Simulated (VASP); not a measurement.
# I (I4_1/amd) in VASP: notebook, part 2 of 2

VASP 6.6.1.

**3. Single point, PBE (28.32 Å³/atom)**

Contents of INCAR:

```
ALGO = Normal ; EDIFF = 1E-6
ENCUT = 520 ; GGA = PE
ISIF = 2 ; ISMEAR = -1
LASPH = T ; LCHARG = F
LREAL = F ; LWAVE = F
NBANDS = 14 ; NELM = 100
PREC = Accurate ; SIGMA = 0.1
```

Contents of KPOINTS:

```
k-points
0
Gamma
  12 12 12
```

Contents of POSCAR:

```
I
1.0
   -3.1090031648      3.1090031648      1.4650215914
    3.1090031648     -3.1090031648      1.4650215914
    3.1090031648      3.1090031648     -1.4650215914
I
2
Direct
   -0.3750000000     -0.1250000000     -0.2500000000
    0.3750000000      0.1250000000      0.2500000000
```

Potentials or basis: VASP PAW PBE potentials, release 64 (I).

Command:

```sh
$ cat potpaw_PBE.64/I/POTCAR > POTCAR
$ mpirun -np 1 vasp_std > vasp.out
```

OUTCAR:

```text
EDIFF = 1E-6
   ENCUT = 520
   GGA = PE
   ISIF = 2
   ISMEAR = -1
   LASPH = T
   LREAL = F
   NELM = 100
   PREC = Accurate

 ion  position               nearest neighbor table
   1  0.625  0.875  0.750-   2 3.19   2 3.19   2 3.19   2 3.19
   2  0.375  0.125  0.250-   1 3.19   1 3.19   1 3.19   1 3.19

  LATTYP: Found a body centered tetragonal cell.
 ALAT       =     6.2180063296
 C/A-ratio  =     0.4712190737

  Lattice vectors:

 A1 = (  -3.1090031648,   3.1090031648,   1.4650215914)
 A2 = (   3.1090031648,  -3.1090031648,   1.4650215914)
 A3 = (   3.1090031648,   3.1090031648,  -1.4650215914)

Analysis of symmetry for initial positions (statically):
=====================================================================
 Subroutine PRICEL returns:
 Original cell was already a primitive cell.

 Routine SETGRP: Setting up the symmetry group for a
 body centered tetragonal supercell.

 Subroutine GETGRP returns: Found 16 space group operations
 (whereof  4 operations were pure point group operations)
 out of a pool of 16 trial point group operations.

The static configuration has the point symmetry C_2h.
 The point group associated with its full space group is D_4h.

Analysis of symmetry for dynamics (positions and initial velocities):
=====================================================================
 Subroutine PRICEL returns:
 Original cell was already a primitive cell.

 Routine SETGRP: Setting up the symmetry group for a
 body centered tetragonal supercell.

 Subroutine GETGRP returns: Found 16 space group operations
 (whereof  4 operations were pure point group operations)
 out of a pool of 16 trial point group operations.

The dynamic configuration has the point symmetry C_2h.
 The point group associated with its full space group is D_4h.

 Subroutine INISYM returns: Found 16 space group operations
[... 122 lines left out ...]
   GGA     = PE    functional components
   LHFCALC =     F    Hartree Fock is set to
   AEXX    =    0.0000 exact exchange contribution
   IVDW    =     0    specifies the selected vdW correction
   LEPSILON=     F    determine dielectric tensor
   LRPA    =     F    only Hartree local field effects (RPA)
 non-spin polarized calculation
  energy-cutoff  :      520.00
  volume of cell :       56.64
 maximum number of plane-waves:      1549
   NGX = 17   NGY = 17   NGZ = 17

 number of electron      13.9999999 magnetization

 Free energy of the ion-electron system (eV)
  ---------------------------------------------------
  ext. energy  EPLUGINS =         0.00000000
  ---------------------------------------------------
  free energy    TOTEN  =        -1.32720719 eV

  energy without entropy =       -1.26422041  energy(sigma->0) =       -1.29571380

 E-fermi :   7.9968     XC(G=0):  -9.9578

 val. band max:        7.9760889423   @ k =  -0.0833  -0.1667   0.0833
 cond. band min:       7.9994997276   @ k =  -0.3333  -0.3333   0.0833
 fundamental gap:      0.0234107853
 Fermi energy:         7.9968142847

 k-point     1 :       0.0000    0.0000    0.0000
  band No.  band energies     occupation
      1      -7.9365      2.00000
      2      -4.9246      2.00000
      3       2.3872      2.00000
      4       2.3872      2.00000
      5       7.5794      1.96968
      6       7.5794      1.96968
      7       9.9581      0.00000
      8      10.3857      0.00000
      9      10.4365      0.00000
     10      13.7330      0.00000
     11      13.8489      0.00000
     12      16.8920      0.00000
     13      17.1343      0.00000
     14      20.0216      0.00000
[... 377 lines left out ...]
      1      -6.4572      2.00000
      2      -4.8508      2.00000
      3       2.9560      2.00000
      4       4.4548      2.00000
      5       4.7950      2.00000
      6       5.6081      2.00000
      7       5.8849      2.00000
      8       7.7916      1.77223
      9      12.8648      0.00000
     10      14.4623      0.00000
     11      14.9307      0.00000
     12      16.3109      0.00000
     13      17.6373      0.00000
     14      19.5324      0.00000

 [... further k-points ...]

------------------------ aborting loop because EDIFF is reached ----------------------------------------

  FORCE on cell =-STRESS in cart. coord.  units (eV):
  Direction    XX          YY          ZZ          XY          YZ          ZX
  --------------------------------------------------------------------------------------
  -------------------------------------------------------------------------------------
  Total        6.8487571      6.8487571      6.7131930      0.0000000      0.0000000      0.0000000
  in kB      193.7206883    193.7206883    189.8861845      0.0000000      0.0000000      0.0000000
  external PRESSURE =     192.4425204 kB  Pullay stress =       0.0000000 kB

 VOLUME and BASIS-vectors are now :
 -----------------------------------------------------------------------------
  energy-cutoff  :      520.00
  volume of cell :       56.64
      direct lattice vectors                 reciprocal lattice vectors
    -3.109003165  3.109003165  1.465021591     0.000000000  0.160823252  0.341291898
     3.109003165 -3.109003165  1.465021591     0.160823252  0.000000000  0.341291898
     3.109003165  3.109003165 -1.465021591     0.160823252  0.160823252  0.000000000

 POSITION                                       TOTAL-FORCE (eV/Angst)
 -----------------------------------------------------------------------------------
      3.10900      1.55450      1.09877         0.000000     -0.000000     -0.000000
      0.00000      1.55450      0.36626        -0.000000      0.000000      0.000000
 -----------------------------------------------------------------------------------
    total drift:                               -0.000000     -0.000000      0.000000

  FREE ENERGIE OF THE ION-ELECTRON SYSTEM (eV)
  ---------------------------------------------------
  free  energy   TOTEN  =        -1.3272071905 eV

  energy  without entropy=       -1.2642204056  energy(sigma->0) =       -1.29571380
```

stdout:

```text
POSCAR found type information on POSCAR I
 POSCAR found :  1 types and       2 ions
 scaLAPACK will be used
 LDA part: xc-table for (Slater+PW92), standard interpolation
 POSCAR, INCAR and KPOINTS ok, starting setup
 FFT: planning ... GRIDC
 FFT: planning ... GRID_SOFT
 FFT: planning ... GRID
 WAVECAR not read
 entering main loop
```

Run time: 1.9 min. Hardware: 1 thread of Intel Xeon Platinum 8259CL at 2.50GHz (Skylake/Cascade Lake), shared host; peak memory 0.27 GiB.

What came out:

```
Free energy            : -1.3272 eV
Pressure               : 19.2 GPa
Band gap on the k mesh : zero (bands 7 and 8 overlap by 4.54 eV)
```

Levels at points of the mesh, in eV from the Fermi level:
| k point | band 5 | band 6 | band 7 | band 8 | band 9 | band 10 |
| --- | --- | --- | --- | --- | --- | --- |
| (0.00, 0.00, 0.00) | -0.42 | -0.42 | 1.96 | 2.39 | 2.44 | 5.74 |
| (0.50, 0.00, 0.00) | -3.99 | -1.97 | -1.12 | -0.33 | 4.51 | 4.96 |
| (0.50, 0.50, 0.00) | -3.79 | -3.79 | 2.34 | 2.34 | 7.05 | 7.05 |
| (0.50, 0.50, 0.50) | 0.75 | 0.75 | 2.10 | 2.10 | 7.89 | 7.89 |

Caveat: the cell stands under pressure; spin-orbit coupling is left out, which moves the levels of the heavy elements.

**4. Single point, PBE (32.68 Å³/atom)**

This run uses another cell than the first one, of 32.68 Å³/atom.

Contents of INCAR:

```
SYSTEM = I
  ALGO = Normal
  EDIFF = 1E-6
  ENCUT = 520
  GGA = PE
  ISIF = 2
  ISMEAR = -1
  LASPH = .TRUE.
  LCHARG = .FALSE.
  LREAL = .FALSE.
  LWAVE = .FALSE.
  NBANDS = 14
  NELM = 100
  PREC = Accurate
  SIGMA = 0.1
```

Contents of KPOINTS:

```
k-points
0
G
  12 12 12
  0 0 0
```

Contents of POSCAR:

```
I
1.0
   -3.0045269499      3.0045269499      1.8100144941
    3.0045269499     -3.0045269499      1.8100144941
    3.0045269499      3.0045269499     -1.8100144941
I
2
Direct
   -0.3750000000     -0.1250000000     -0.2500000000
    0.3750000000      0.1250000000      0.2500000000
```

Command:

```sh
$ cat potpaw_PBE.64/I/POTCAR > POTCAR
$ mpirun -np 1 vasp_std > vasp.out
```

Wall time 2 min (1 thread of Intel Xeon Platinum 8259CL at 2.50GHz (Skylake/Cascade Lake), shared host); peak memory 0.28 GiB.

Results (log left out):

| Quantity | Value |
| --- | --- |
| Free energy | -1.8834 eV |
| Pressure | 8.8 GPa |
| Band gap on the k mesh | zero (bands 7 and 8 overlap by 2.93 eV) |

Stress tensor (GPa, compression positive):
```
8.74 0.00 0.00
0.00 8.74 0.00
0.00 0.00 8.82
```

Levels at points of the mesh, in eV from the Fermi level:
```
           k point  band 4  band 5  band 6  band 7  band 8  band 9  band 10  band 11
(0.00, 0.00, 0.00)   -4.57   -0.50   -0.41    0.51    0.51    3.04     6.03     7.06
(0.50, 0.00, 0.00)   -4.54   -3.89   -1.78   -0.81   -0.25    5.58     5.75     7.26
(0.50, 0.50, 0.00)   -2.98   -2.61   -2.61   -0.18   -0.18    5.90     5.90     8.09
(0.50, 0.50, 0.50)   -6.13   -0.84   -0.84    1.85    1.85    7.04     7.04     9.74
```

Caveat: the cell stands under pressure; spin-orbit coupling is left out, which moves the levels of the heavy elements.

**5. Single point, PBE (37.04 Å³/atom)**

This run uses another cell than the first one, of 37.04 Å³/atom.

Contents of INCAR:

```
  PREC = Accurate
  ENCUT = 520
  EDIFF = 1E-7
  ISMEAR = -1
  SIGMA = 0.1
  LREAL = False
  LASPH = True
  NELM = 60
  ALGO = Normal
  ISIF = 2
  LWAVE = False
  LCHARG = False
  GGA = PE
  NBANDS = 14
```

Contents of KPOINTS:

```
regular mesh
0
Gamma
  12 12 12
```

Contents of POSCAR:

```
I
1.0
   -3.1000544708      3.1000544708      1.9268738061
    3.1000544708     -3.1000544708      1.9268738061
    3.1000544708      3.1000544708     -1.9268738061
I
2
Direct
   -0.3750000000     -0.1250000000     -0.2500000000
    0.3750000000      0.1250000000      0.2500000000
```

Potentials or basis: VASP PAW PBE potentials, release 64 (I).

Command:

```sh
$ cat potpaw_PBE.64/I/POTCAR > POTCAR
$ mpirun -np 1 vasp_std > vasp.out
```

OUTCAR:

```text
PREC = Accurate
   ENCUT = 520
   EDIFF = 1E-7
   ISMEAR = -1
   LREAL = False
   LASPH = True
   NELM = 60
   ISIF = 2
   GGA = PE

 ion  position               nearest neighbor table
   1  0.625  0.875  0.750-   2 3.25   2 3.25   2 3.25   2 3.25
   2  0.375  0.125  0.250-   1 3.25   1 3.25   1 3.25   1 3.25

  LATTYP: Found a body centered tetragonal cell.
 ALAT       =     6.2001089416
 C/A-ratio  =     0.6215612739

  Lattice vectors:

 A1 = (  -3.1000544708,   3.1000544708,   1.9268738061)
 A2 = (   3.1000544708,  -3.1000544708,   1.9268738061)
 A3 = (   3.1000544708,   3.1000544708,  -1.9268738061)

Analysis of symmetry for initial positions (statically):
=====================================================================
 Subroutine PRICEL returns:
 Original cell was already a primitive cell.

 Routine SETGRP: Setting up the symmetry group for a
 body centered tetragonal supercell.

 Subroutine GETGRP returns: Found 16 space group operations
 (whereof  4 operations were pure point group operations)
 out of a pool of 16 trial point group operations.
[... 176 lines left out ...]
      4       0.4765      2.00000
      5       3.7066      1.99836
      6       3.7952      1.99602
      7       4.7859      0.04877
      8       4.7859      0.04877
      9       8.1328      0.00000
     10      10.0236      0.00000
     11      11.5254      0.00000
     12      12.2206      0.00000
     13      13.1904      0.00000
     14      13.1979      0.00000
[... 377 lines left out ...]
      1      -8.8230      2.00000
      2      -7.4412      2.00000
      3       0.3268      2.00000
      4       1.3243      2.00000
      5       1.6401      2.00000
      6       3.0685      2.00000
      7       3.4482      1.99988
      8       4.6465      0.18303
      9       9.8484      0.00000
     10      10.9878      0.00000
     11      11.8722      0.00000
     12      12.3356      0.00000
     13      13.9421      0.00000
     14      14.7448      0.00000

 [... further k-points ...]

------------------------ aborting loop because EDIFF is reached ----------------------------------------

  FORCE on cell =-STRESS in cart. coord.  units (eV):
  Direction    XX          YY          ZZ          XY          YZ          ZX
  --------------------------------------------------------------------------------------
  -------------------------------------------------------------------------------------
  Total        1.6021001      1.6021001      1.6257134     -0.0000000      0.0000000     -0.0000000
  in kB       34.6535969     34.6535969     35.1643556     -0.0000000      0.0000000     -0.0000000
  external PRESSURE =      34.8238498 kB  Pullay stress =       0.0000000 kB

 VOLUME and BASIS-vectors are now :
 -----------------------------------------------------------------------------
  energy-cutoff  :      520.00
  volume of cell :       74.07
      direct lattice vectors                 reciprocal lattice vectors
    -3.100054471  3.100054471  1.926873806     0.000000000  0.161287489  0.259487673
     3.100054471 -3.100054471  1.926873806     0.161287489  0.000000000  0.259487673
     3.100054471  3.100054471 -1.926873806     0.161287489  0.161287489  0.000000000

 POSITION                                       TOTAL-FORCE (eV/Angst)
 -----------------------------------------------------------------------------------
      3.10005      1.55003      1.44516        -0.000000     -0.000000     -0.000000
      0.00000      1.55003      0.48172         0.000000      0.000000      0.000000
 -----------------------------------------------------------------------------------
    total drift:                               -0.000000     -0.000000      0.000000

  FREE ENERGIE OF THE ION-ELECTRON SYSTEM (eV)
  ---------------------------------------------------
  free  energy   TOTEN  =        -2.2020087062 eV

  energy  without entropy=       -2.1036737070  energy(sigma->0) =       -2.15284121
```

stdout:

```text
POSCAR found type information on POSCAR I
 POSCAR found :  1 types and       2 ions
 scaLAPACK will be used
 LDA part: xc-table for (Slater+PW92), standard interpolation
 POSCAR, INCAR and KPOINTS ok, starting setup
 FFT: planning ... GRIDC
 FFT: planning ... GRID_SOFT
 FFT: planning ... GRID
 WAVECAR not read
 entering main loop
```

Run time: 2.6 min. Hardware: 1 thread of Intel Xeon Platinum 8259CL at 2.50GHz (Skylake/Cascade Lake), shared host; peak memory 0.29 GiB.

Results:

```yaml
Free_energy: -2.2020 eV
Pressure: 3.5 GPa
Band_gap_on_the_k_mesh: zero (bands 7 and 8 overlap by 2.31 eV)
```

Levels at points of the mesh, in eV from the Fermi level:
| k point | band 5 | band 6 | band 7 | band 8 | band 9 | band 10 |
| --- | --- | --- | --- | --- | --- | --- |
| (0.00, 0.00, 0.00) | -0.71 | -0.62 | 0.37 | 0.37 | 3.72 | 5.61 |
| (0.50, 0.00, 0.00) | -3.25 | -1.54 | -0.74 | -0.10 | 5.83 | 5.89 |
| (0.50, 0.50, 0.00) | -2.33 | -2.33 | -0.30 | -0.30 | 5.96 | 5.96 |
| (0.50, 0.50, 0.50) | -0.94 | -0.94 | 1.46 | 1.46 | 6.75 | 6.75 |

Caveat: the cell stands under pressure; spin-orbit coupling is left out, which moves the levels of the heavy elements.

**6. The runs side by side**

```csv
cell,gap on the mesh (eV),pressure (GPa)
"a = 4.634 Å, angles 95.7, 95.7, 143.1°, 2 atoms",none,19.2
"a = 4.618 Å, angles 98.8, 98.8, 133.9°, 2 atoms",none,8.8
"a = 4.789 Å, angles 99.3, 99.3, 132.5°, 2 atoms",none,3.5
```

Alike in all rows: task single point; level PBE; potentials or basis VASP PAW PBE potentials, release 64 (I); no spin polarisation; k mesh 12 × 12 × 12; cutoff (eV) 520; smearing fermi-dirac 0.1 eV.

Caveats: the cell stands under pressure; spin-orbit coupling is left out, which moves the levels of the heavy elements.

Total energies depend on the potentials used, so only differences within one code and one set of settings carry meaning.

The gap in the log of VASP goes by the Fermi energy; the results here count the filled bands.